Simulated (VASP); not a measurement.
# Si in VASP: single point with PBEsol

Aim: the single point of Si with PBEsol.

All numbers are computed with VASP 6.6.1; they aren't measurements. Logs are shortened: lines on timing, memory, paths and dates and some standing lists are left out, and cuts for length are marked.

## 1. The cell of the first run

The cell holds a slab with vacuum, 12 atoms: a = 3.840 Å, b = 5.431 Å, c = 27.601 Å, α = 90.00°, β = 90.00°, γ = 90.00°.

## 2. Single point, PBEsol

INCAR reads:

```
SYSTEM = Si
ALGO = Normal
DIPOL = 0.5 0.5 0.499
EDIFF = 1E-6
ENCUT = 520
GGA = PS
IDIPOL = 3
ISIF = 2
ISMEAR = 0
LASPH = .TRUE.
LCHARG = .FALSE.
LDIPOL = .TRUE.
LREAL = .FALSE.
LWAVE = .FALSE.
NBANDS = 36
NELM = 60
PREC = Accurate
SIGMA = 0.1
```

KPOINTS reads:

```
k-points
0
G
  7 5 1
  0 0 0
```

POSCAR reads:

```
Si
1.0
    3.8402545000      0.0000000000      0.0000000000
    0.0000000000      5.4309400000      0.0000000000
    0.0000000000      0.0000000000     27.6006362294
Si
12
Direct
    0.5000000000      0.0000000000      0.3260794398
    0.0000000000      0.2500000000      0.3260794398
    0.0000000000      0.5000000000      0.3956476599
    0.5000000000      0.7500000000      0.3956476599
    0.5000000000      0.0000000000      0.4652158900
    0.0000000000      0.2500000000      0.4652158900
    0.0000000000      0.5014712635      0.5348202435
    0.5000000000      0.7485287365      0.5348202435
    0.5000000000      0.0067606182      0.6034214895
    0.0000000000      0.2432393818      0.6034214895
    0.0000000000      0.5149932547      0.6667151891
    0.5000000000      0.7350067453      0.6667151891
```

Potentials or basis: VASP PAW PBE potentials, release 64 (Si).

Command:

```bash
$ cat potpaw_PBE.64/Si/POTCAR > POTCAR
$ mpirun -np 1 vasp_std > vasp.out
```

OUTCAR:

```text
SYSTEM = Si
   EDIFF = 1E-6
   ENCUT = 520
   GGA = PS
   ISIF = 2
   ISMEAR = 0
   LASPH = .TRUE.
   LREAL = .FALSE.
   NELM = 60
   PREC = Accurate

 ion  position               nearest neighbor table
   1  0.500  0.000  0.326-   4 2.35   2 2.35   2 2.35
   2  0.000  0.250  0.326-   3 2.35   1 2.35   1 2.35
   3  0.000  0.500  0.396-   2 2.35   4 2.35   4 2.35   6 2.35
   4  0.500  0.750  0.396-   1 2.35   3 2.35   3 2.35   5 2.35
   5  0.500  0.000  0.465-   6 2.35   6 2.35   4 2.35   8 2.36
   6  0.000  0.250  0.465-   5 2.35   5 2.35   3 2.35   7 2.36
   7  0.000  0.501  0.535-   8 2.34   8 2.34  10 2.36   6 2.36
   8  0.500  0.749  0.535-   7 2.34   7 2.34   9 2.36   5 2.36
   9  0.500  0.007  0.603-  12 2.29  10 2.31  10 2.31   8 2.36
  10  0.000  0.243  0.603-  11 2.29   9 2.31   9 2.31   7 2.36
  11  0.000  0.515  0.667-  12 2.26  12 2.26  10 2.29
  12  0.500  0.735  0.667-  11 2.26  11 2.26   9 2.29

  LATTYP: Found a simple orthorhombic cell.
 ALAT       =     3.8402545000
 B/A-ratio  =     1.4142135632
 C/A-ratio  =     7.1871893463

  Lattice vectors:

 A1 = (   3.8402545000,   0.0000000000,   0.0000000000)
 A2 = (   0.0000000000,   5.4309400000,   0.0000000000)
 A3 = (   0.0000000000,   0.0000000000,  27.6006362294)

Analysis of symmetry for initial positions (statically):
=====================================================================
 Subroutine PRICEL returns:
 Original cell was already a primitive cell.

 Routine SETGRP: Setting up the symmetry group for a
 simple orthorhombic supercell.

 Subroutine GETGRP returns: Found  4 space group operations
 (whereof  2 operations were pure point group operations)
 out of a pool of  8 trial point group operations.

The static configuration has the point symmetry C_1h.
 The point group associated with its full space group is C_2v.

Analysis of symmetry for dynamics (positions and initial velocities):
=====================================================================
 Subroutine PRICEL returns:
 Original cell was already a primitive cell.

 Routine SETGRP: Setting up the symmetry group for a
 simple orthorhombic supercell.

 Subroutine GETGRP returns: Found  4 space group operations
 (whereof  2 operations were pure point group operations)
 out of a pool of  8 trial point group operations.

The dynamic configuration has the point symmetry C_1h.
 The point group associated with its full space group is C_2v.

 Subroutine INISYM returns: Found  4 space group operations
 (whereof  2 operations are pure point group operations),
 and found     1 'primitive' translations

----------------------------------------------------------------------------------------

                                     Primitive cell

  volume of cell :     575.6442

  direct lattice vectors                    reciprocal lattice vectors
     3.840254500  0.000000000  0.000000000     0.260399408  0.000000000  0.000000000
     0.000000000  5.430940000  0.000000000     0.000000000  0.184130187  0.000000000
     0.000000000  0.000000000 27.600636229     0.000000000  0.000000000  0.036231049

  length of vectors
     3.840254500  5.430940000 27.600636229     0.260399408  0.184130187  0.036231049

  position of ions in fractional coordinates (direct lattice)
     0.500000000  0.000000000  0.326079440
     0.000000000  0.250000000  0.326079440
     0.000000000  0.500000000  0.395647660
     0.500000000  0.750000000  0.395647660
     0.500000000  0.000000000  0.465215890
     0.000000000  0.250000000  0.465215890
     0.000000000  0.501471264  0.534820244
     0.500000000  0.748528736  0.534820244
     0.500000000  0.006760618  0.603421490
     0.000000000  0.243239382  0.603421490
     0.000000000  0.514993255  0.666715189
     0.500000000  0.735006745  0.666715189

  ion indices of the primitive-cell ions
   primitive index   ion index
                 1           1
                 2           2
                 3           3
                 4           4
                 5           5
                 6           6
                 7           7
                 8           8
                 9           9
                10          10
                11          11
                12          12

----------------------------------------------------------------------------------------

 KPOINTS: k-points

Automatic generation of k-mesh.
 Grid dimensions read from file:
 generate k-points for:    7    5    1

 Generating k-lattice:

  Cartesian coordinates                     Fractional coordinates (reciprocal lattice)
     0.037199915  0.000000000  0.000000000     0.142857143  0.000000000  0.000000000
     0.000000000  0.036826037  0.000000000     0.000000000  0.200000000  0.000000000
     0.000000000  0.000000000  0.036231049     0.000000000  0.000000000  1.000000000

  Length of vectors
     0.037199915  0.036826037  0.036231049

  Shift w.r.t. Gamma in fractional coordinates (k-lattice)
     0.000000000  0.000000000  0.000000000

 Subroutine IBZKPT returns following result:
 ===========================================

 Found     12 irreducible k-points:

 Following reciprocal coordinates:
            Coordinates               Weight
  0.000000  0.000000  0.000000      1.000000
  0.142857  0.000000  0.000000      2.000000
  0.285714  0.000000  0.000000      2.000000
  0.428571  0.000000  0.000000      2.000000
  0.000000  0.200000  0.000000      2.000000
  0.142857  0.200000  0.000000      4.000000
  0.285714  0.200000  0.000000      4.000000
  0.428571  0.200000  0.000000      4.000000
  0.000000  0.400000  0.000000      2.000000
  0.142857  0.400000  0.000000      4.000000
  0.285714  0.400000  0.000000      4.000000
  0.428571  0.400000  0.000000      4.000000
   k-points           NKPTS =     12   k-points in BZ     NKDIM =     12   number of bands    NBANDS=     36
   number of dos      NEDOS =    301   number of ions     NIONS =     12
   total plane-waves  NPLWV = 252000
   dimension x,y,z NGX =    30 NGY =   40 NGZ =  210
   dimension x,y,z NGXF=    60 NGYF=   80 NGZF=  420
   ions per type =              12
   NGX,Y,Z   is equivalent  to a cutoff of  12.99, 12.24, 12.65 a.u.
   NGXF,Y,Z  is equivalent  to a cutoff of  25.97, 24.49, 25.30 a.u.
 SYSTEM =  Si
   PREC   = accura    normal or accurate (medium, high low for compatibility)
   ISTART =      0    job   : 0-new  1-cont  2-samecut
   ICHARG =      2    charge: 1-file 2-atom 10-const
   ISPIN  =      1    spin polarized calculation?
   LNONCOLLINEAR =      F non collinear calculations
   LSORBIT =      F    spin-orbit coupling
   LASPH  =      T    aspherical Exc in radial PAW
   ENCUT  =  520.0 eV  38.22 Ry    6.18 a.u.   7.14 10.10 51.32*2*pi/ulx,y,z
   NELM   =     60;   NELMIN=  2; NELMDL= -5     # of ELM steps
   EDIFF  = 0.1E-05   stopping-criterion for ELM
   LREAL  =      F    real-space projection
   EDIFFG = 0.1E-04   stopping-criterion for IOM
   NSW    =      0    number of steps for IOM
   IBRION =     -1    ionic relax: 0-MD 1-quasi-New 2-CG
   NFREE  =      0    steps in history (QN), initial steepest desc. (CG)
   ISIF   =      2    stress and relaxation
   ISYM   =      2    0-nonsym 1-usesym 2-fastsym
   POTIM  = 0.5000    time-step for ionic-motion
   TEBEG  =    0.0;   TEEND  =   0.0 temperature during run
   PSTRESS=    0.0 pullay stress
   NELECT =      48.0000    total number of electrons
   NUPDOWN=      -1.0000    fix difference up-down
   EMIN   =  10.00;   EMAX   =-10.00  energy-range for DOS
   EFERMI =   0.00;   METHOD = LEGACY
   ISMEAR =     0;   SIGMA  =   0.10  broadening in eV -4-tet -1-fermi 0-gaus
   EFERMI_NEDOS =   21; number of points for ismear=-14 and -15
   IALGO  =     38    algorithm
   IMIX   =      4    mixing-type and parameters
     AMIX     =   0.40;   BMIX     =  1.00
     AMIX_MAG =   1.60;   BMIX_MAG =  1.00
  volume/ion in A,a.u.               =      47.97       323.72
  Fermi-wavevector in a.u.,A,eV,Ry     =   0.715216  1.351562  6.959841  0.511534
  Thomas-Fermi vector in A             =   1.803319
   LORBIT       =      0    0 simple, 1 ext, 2 COOP (PROOUT), +10 PAW based schemes
   GGA     = PS    functional components
   LHFCALC =     F    Hartree Fock is set to
   AEXX    =    0.0000 exact exchange contribution
   IVDW    =     0    specifies the selected vdW correction
   LEPSILON=     F    determine dielectric tensor
   LRPA    =     F    only Hartree local field effects (RPA)
 non-spin polarized calculation
 Gauss-broadening in eV      SIGMA  =   0.10
  energy-cutoff  :      520.00
  volume of cell :      575.64
 maximum number of plane-waves:     15557
 NGX is ok and might be reduce to    30
   NGX = 15   NGY = 21   NGZ =103

 dipolmoment           0.000000      0.000000      0.004919 electrons x Angstroem

 number of electron      47.9999999 magnetization

 dipolmoment           0.000000      0.000000     -0.018417 electrons x Angstroem

 Free energy of the ion-electron system (eV)
  ---------------------------------------------------
  ext. energy  EPLUGINS =         0.00000000
  ---------------------------------------------------
  free energy    TOTEN  =       -64.00754211 eV

  energy without entropy =      -63.97232231  energy(sigma->0) =      -63.98993221

 E-fermi :  -0.4079     XC(G=0):  -4.5623

 val. band max:       -0.4102743975   @ k =   0.4286   0.2000   0.0000
 cond. band min:      -0.3388671404   @ k =   0.0000   0.4000   0.0000
 fundamental gap:      0.0714072571
 Fermi energy:        -0.4078838213

 k-point     1 :       0.0000    0.0000    0.0000
  band No.  band energies     occupation
      1     -12.3707      2.00000
      2     -11.7330      2.00000
      3     -10.7565      2.00000
      4      -9.6437      2.00000
      5      -8.7904      2.00000
      6      -8.4093      2.00000
[... 457 lines left out ...]
     35       3.4468      0.00000
     36       3.7387      0.00000

------------------------ aborting loop because EDIFF is reached ----------------------------------------

 vacuum level on the upper side and lower side of the slab       (xc-potential included)        -0.211        -0.055

  FORCE on cell =-STRESS in cart. coord.  units (eV):
  Direction    XX          YY          ZZ          XY          YZ          ZX
  --------------------------------------------------------------------------------------
  -------------------------------------------------------------------------------------
  Total        0.8607026      1.4121991     -0.5069792      0.0000000      0.0000000      0.0000000
  in kB        2.3955740      3.9305418     -1.4110637      0.0000000      0.0000000      0.0000000
  external PRESSURE =       1.6383507 kB  Pullay stress =       0.0000000 kB

 VOLUME and BASIS-vectors are now :
 -----------------------------------------------------------------------------
  energy-cutoff  :      520.00
  volume of cell :      575.64
      direct lattice vectors                 reciprocal lattice vectors
     3.840254500  0.000000000  0.000000000     0.260399408  0.000000000  0.000000000
     0.000000000  5.430940000  0.000000000     0.000000000  0.184130187  0.000000000
     0.000000000  0.000000000 27.600636229     0.000000000  0.000000000  0.036231049

 POSITION                                       TOTAL-FORCE (eV/Angst)
 -----------------------------------------------------------------------------------
      1.92013      0.00000      9.00000         0.000000      0.540672      0.218521
      0.00000      1.35773      9.00000         0.000000     -0.540672      0.218521
      0.00000      2.71547     10.92013         0.000000      0.082410     -0.251313
      1.92013      4.07320     10.92013         0.000000     -0.082410     -0.251313
      1.92013      0.00000     12.84025         0.000000      0.113223      0.006467
      0.00000      1.35773     12.84025         0.000000     -0.113223      0.006467
      0.00000      2.72346     14.76138         0.000000      0.009905      0.005750
      1.92013      4.06521     14.76138         0.000000     -0.009905      0.005750
      1.92013      0.03672     16.65482         0.000000     -0.019626      0.008419
      0.00000      1.32102     16.65482         0.000000      0.019626      0.008419
      0.00000      2.79690     18.40176         0.000000     -0.004044      0.012156
      1.92013      3.99178     18.40176         0.000000      0.004044      0.012156
 -----------------------------------------------------------------------------------
    total drift:                                0.000000     -0.000000     -0.000008

  FREE ENERGIE OF THE ION-ELECTRON SYSTEM (eV)
  ---------------------------------------------------
  free  energy   TOTEN  =       -64.0075421145 eV

  energy  without entropy=      -63.9723223148  energy(sigma->0) =      -63.98993221

 vacuum level on the upper side and lower side of the slab         4.264         4.423
```

It took 16 min on 1 thread of Intel Xeon 8259CL, shared host; peak memory 0.63 GiB.

What came out:

```yaml
Free_energy: -64.0075 eV
Largest_force: 0.583 eV/Å
Band_gap_on_the_k_mesh: zero (bands 24 and 25 overlap by 0.34 eV)
```

Forces on the atoms (eV/Å):
```
Si   0.000  0.541  0.219
Si   0.000 -0.541  0.219
Si   0.000  0.082 -0.251
Si   0.000 -0.082 -0.251
Si   0.000  0.113  0.006
Si   0.000 -0.113  0.006
Si   0.000  0.010  0.006
Si   0.000 -0.010  0.006
Si   0.000 -0.020  0.008
Si   0.000  0.020  0.008
Si   0.000 -0.004  0.012
Si   0.000  0.004  0.012
```

Caveat: the PAW data sets were made with another functional, which shifts forces and pressure a little.
